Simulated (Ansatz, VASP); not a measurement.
## KNbO3 in VASP and in Ansatz

Contents of INCAR:

```
PREC = Accurate
ENCUT = 600
EDIFF = 1E-6
ISMEAR = 0
SIGMA = 0.1
LREAL = F
LASPH = T
NELM = 200
ALGO = Normal
ISIF = 2
LWAVE = F
LCHARG = F
LMAXMIX = 4
LDAU = T
LDAUTYPE = 2
LDAUL = -1 2 -1
LDAUU = 0 7.3 0
LDAUJ = 0 0 0
LDAUPRINT = 1
GGA = PE
NBANDS = 28
GGA_COMPAT = F
```

Contents of KPOINTS:

```
Automatic mesh
0
Gamma
  4 4 4
```

File POSCAR:

```
KNbO3
1.0
    4.0129726800      0.0000000000      0.0000000000
    0.0000000000      4.0129726800      0.0000000000
    0.0000000000      0.0000000000      4.1102918300
K Nb O
1 1 3
Direct
    0.5000000000      0.5000000000      0.4999545100
    0.0000000000      0.0000000000      0.0149157700
    0.5000000000      0.0000000000      0.9741423400
    0.0000000000      0.5000000000      0.9741423400
    0.0000000000      0.0000000000      0.4716460400
```

Input for Ansatz:

```yaml
crystal:
  lattice:
    - [4.01297268, 0.0, 0.0]
    - [0.0, 4.01297268, 0.0]
    - [0.0, 0.0, 4.11029183]
  atoms:
    - { symbol: K, position: [0.5, 0.5, 0.49995451] }
    - { symbol: Nb, position: [0.0, 0.0, 0.01491577] }
    - { symbol: O, position: [0.5, 0.0, 0.97414234] }
    - { symbol: O, position: [0.0, 0.5, 0.97414234] }
    - { symbol: O, position: [0.0, 0.0, 0.47164604] }
basis:
  ecutwfc: 420
kpoints:
  mp_grid: { grid: [4, 4, 4] }
hamiltonian:
  xc: pbe
  hubbard:
    sites: [{ species: Nb, l: d, u_eff: 7.3 }]
    projectors: ortho-atomic
scf:
  occupations: { method: gaussian, width: 0.1 }
output:
  forces: true
  stress: true
  eigenvalues: true
```

Alike in both runs: task single point; functional PBE; k mesh 4 × 4 × 4; occupations gaussian, width 0.1 eV; no spin polarisation; Hubbard terms Nb d U = 7.3 eV.

```csv
,VASP,Ansatz
version,VASP 6.6.1,Ansatz 0.2.0
potentials or method,"VASP PAW PBE potentials, release 64 (K_sv, Nb_sv, O), cutoff 600 eV","scalar-relativistic, plane waves, PAW"
valence electrons in the cell,40,40
```

```csv
,VASP,Ansatz,Ansatz less VASP
gap on the k mesh at the Fermi level (eV),2.43,2.44,+0.007
least direct gap on the mesh (eV),3.35,3.35,+0.003
pressure (GPa),4.4,0.9,-3.45
"traceless stress, the component that is largest in VASP (GPa)",0.81,0.16,-0.644
rms of the force components (eV/Å),0.438,0.042,-0.3963
```

The programs project onto different local orbitals, so the same U acts differently, and such runs can settle in different states. Atom by atom the forces differ by 0.424 eV/Å (rms over components).
